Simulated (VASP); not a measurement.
Input of a VASP 6.6.1 run:

File INCAR:

```
PREC = Accurate
ENCUT = 500
EDIFF = 1E-7
ISMEAR = 0
SIGMA = 0.2
LREAL = False
LASPH = True
NELM = 200
ALGO = Normal
ISIF = 3
LWAVE = False
LCHARG = False
GGA = PE
IBRION = 2
NSW = 36
EDIFFG = -0.08
GGA_COMPAT = False
NELMIN = 4
LMAXMIX = 6
```

The input KPOINTS:

```
regular mesh
0
Gamma
  4 4 4
```

File POSCAR:

```
Ho4S
1.0
   -3.3721465100      3.3721465100      5.1330953900
    3.3721465100     -3.3721465100      5.1330953900
    3.3721465100      3.3721465100     -5.1330953900
Ho S
8 2
Direct
    0.8750000000      0.3203888400      0.9453888400
    0.3750000000      0.9296111600      0.0546111600
    0.0703888400      0.6250000000      0.9453888400
    0.6796111600      0.1250000000      0.0546111600
    0.8750000000      0.9296111600      0.5546111600
    0.3750000000      0.3203888400      0.4453888400
    0.6796111600      0.6250000000      0.5546111600
    0.0703888400      0.1250000000      0.4453888400
    0.7500000000      0.2500000000      0.5000000000
    0.0000000000      0.0000000000      0.0000000000
```

Potentials or basis: VASP PAW PBE potentials, release 64 (Ho_3, S), 4f in core.

Launch:

```sh
$ cat potpaw_PBE.64/Ho_3/POTCAR potpaw_PBE.64/S/POTCAR > POTCAR
$ mpirun -np 1 vasp_std > vasp.out
```

Problem. Predict the relaxed volume.

Solution. 27.93 Å³/atom.

Problem. Predict the space group after relaxing (to 0.1 Å).

Solution. I4_1/amd (No. 141).

Problem. Predict the band gap on the k mesh.

Solution. Zero (bands 42 and 43 overlap by 0.74 eV).

Problem. Estimate the relaxed cell.

Solution. a = 7.938 Å, b = 7.938 Å, c = 7.938 Å, α = 130.93°, β = 130.93°, γ = 71.93°.

Step by step:
```csv
step,energy change (eV),largest force (eV/Å),pressure (GPa),volume (Å³)
1,0.0000,4.7169,30.28,233.48
2,-8.4745,0.0728,-7.42,413.29
3,-10.6352,0.9979,-2.87,334.67
4,-11.8479,1.0646,-2.44,316.20
5,-12.9111,0.8385,1.04,281.09
6,-13.1709,0.0135,-0.30,283.49
7,-13.1709,0.0102,-0.30,283.48
8,-13.2548,0.0046,-0.02,280.75
9,-13.2677,0.0038,0.18,279.26
```

Caveat: the volume moved by over 15 % at a fixed basis, so the end points are rough; spin-orbit coupling is left out, which moves the levels of the heavy elements; the 4f electrons are frozen in the core, so they carry no moment and show no levels; the run has no spin polarisation, though such a crystal can be magnetic. With open d or f shells a metallic result of PBE can be an artefact of self-interaction; +U or a hybrid may open a gap.
